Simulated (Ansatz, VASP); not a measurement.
**Sb: VASP beside Ansatz**

The input INCAR:

```
SYSTEM = Sb
  ALGO = Normal
  EDIFF = 1E-6
  ENCUT = 520
  GGA = PS
  ISIF = 2
  ISMEAR = 0
  LASPH = .True.
  LCHARG = .True.
  LELF = .True.
  LREAL = .False.
  LVHAR = .True.
  LWAVE = .False.
  NBANDS = 12
  NELM = 100
  PREC = Accurate
  SIGMA = 0.15
```

File KPOINTS:

```
k-points
0
Gamma
  12 12 12
  0 0 0
```

Contents of POSCAR:

```
Sb
1.0
    2.1506003320      1.2416496806      3.7440000000
   -2.1506003320      1.2416496806      3.7440000000
    0.0000000000     -2.4832993611      3.7440000000
Sb
2
Direct
    0.1947431259      0.2440623860      0.2621144881
    0.7663600000      0.7663600000      0.7663600000
```

Input for Ansatz:

```yaml
crystal:
  lattice:
    - [2.150600332, 1.2416496806, 3.744]
    - [-2.150600332, 1.2416496806, 3.744]
    - [0.0, -2.4832993611, 3.744]
  atoms:
    - { symbol: Sb, position: [0.1947431259, 0.244062386, 0.2621144881] }
    - { symbol: Sb, position: [0.76636, 0.76636, 0.76636] }
basis:
  ecutwfc: 420
kpoints:
  mp_grid: { grid: [12, 12, 12] }
hamiltonian:
  xc: pbesol
scf:
  occupations: { method: gaussian, width: 0.15 }
output:
  forces: true
  stress: true
  eigenvalues: true
```

Alike in both runs: task single point; functional PBEsol; k mesh 12 × 12 × 12; occupations gaussian, width 0.15 eV; no spin polarisation.

```csv
,VASP,Ansatz
version,VASP 6.6.1,Ansatz 0.2.0
potentials or method,"VASP PAW PBE potentials, release 64 (Sb), cutoff 520 eV","scalar-relativistic, plane waves, PAW"
valence electrons in the cell,10,30
```

|  | VASP | Ansatz | Ansatz less VASP |
| --- | --- | --- | --- |
| gap on the k mesh at the Fermi level (eV) | none | none | - |
| pressure (GPa) | 1.0 | 0.8 | -0.22 |
| traceless stress, the component that is largest in VASP (GPa) | 1.40 | 1.35 | -0.044 |
| rms of the force components (eV/Å) | 0.314 | 0.281 | -0.0331 |

VASP's potentials were made for PBE, not for PBEsol. Atom by atom the forces differ by 0.037 eV/Å (rms over components). A gap of «none» marks a metal or a gap that the smearing closes. The functional is the same, so the differences come from potentials, cutoffs and numerics. VASP's potentials hold 10 valence electrons a cell and Ansatz's 30, so a difference there can come from the potentials and not from the codes.

Spin-orbit coupling is off throughout.
